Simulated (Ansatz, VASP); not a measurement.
One calculation of Ca3Os2, two programs

```
Ca Os
1.0
     4.44346    0.00000    0.00000
    -2.22173    3.84815    0.00000
     0.00000    0.00000    7.04028
Ca Os
3 2
Direct
  0.00000 0.00000 0.00000
  0.33333 0.66667 0.36662
  0.66667 0.33333 0.63338
  0.33333 0.66667 0.77187
  0.66667 0.33333 0.22813
```

Change from the starting cell: species swapped into the Mg3Sb2 type (P-3m1, No. 164).

Alike in both runs: task single point; functional PBE; k mesh 6 × 6 × 4; occupations gaussian, width 0.1 eV; no spin polarisation.

|  | VASP | Ansatz |
| --- | --- | --- |
| version | VASP 6.6.1 | Ansatz 0.2.0 |
| potentials or method | VASP PAW PBE potentials, release 64 (Ca_sv, Os), cutoff 520 eV | scalar-relativistic, plane waves, PAW |
| valence electrons in the cell | 46 | 62 |

VASP gave:

```
gap on the k mesh at the Fermi level (eV)                     : none
pressure (GPa)                                                : 6.4
traceless stress, the component that is largest in VASP (GPa) : -1.73
rms of the force components (eV/Å)                            : 0.614
```

Question: What did Ansatz give for the same quantities?

Answer: gap on the k mesh at the Fermi level (eV): none; pressure (GPa): 6.2; traceless stress, the component that is largest in VASP (GPa): -1.73; rms of the force components (eV/Å): 0.606.

Atom by atom the forces differ by 0.010 eV/Å (rms over components). A gap of «none» marks a metal or a gap that the smearing closes. The functional is the same, so the differences come from potentials, cutoffs and numerics. VASP's potentials hold 46 valence electrons a cell and Ansatz's 62, so a difference there can come from the potentials and not from the codes.

Spin-orbit coupling is off throughout.
